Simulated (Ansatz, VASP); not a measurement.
RbNa2: VASP beside Ansatz

```
Rb Na
1.0
     4.08604    0.00000    0.00000
     0.00000    4.08604    0.00000
     0.00000    0.00000   10.23071
Rb Na
1 2
Direct
  0.00000 0.00000 0.00000
  0.50000 0.50000 0.32983
  0.50000 0.50000 0.67017
```

Change from the starting cell: species swapped into the Ga2Cu type (P4/mmm, No. 123).

Alike in both runs: functional PBE; k mesh 12 × 12 × 6; occupations gaussian, width 0.1 eV; no spin polarisation.

Ansatz relaxed the structure, and its values are those at the end. VASP's run is a single point on that final structure, the one shown.

```csv
,VASP,Ansatz
version,VASP 6.6.1,Ansatz 0.2.0
potentials or method,"VASP PAW PBE potentials, release 64 (Rb_sv, Na_pv), cutoff 520 eV","scalar-relativistic, plane waves, PAW"
valence electrons in the cell,23,27
```

```csv
,VASP,Ansatz,Ansatz less VASP
gap on the k mesh at the Fermi level (eV),none,none,-
pressure (GPa),0.0,0.0,0.00
```

A gap of «none» marks a metal or a gap that the smearing closes. The functional is the same, so the differences come from potentials, cutoffs and numerics. VASP's potentials hold 23 valence electrons a cell and Ansatz's 27, so a difference there can come from the potentials and not from the codes.
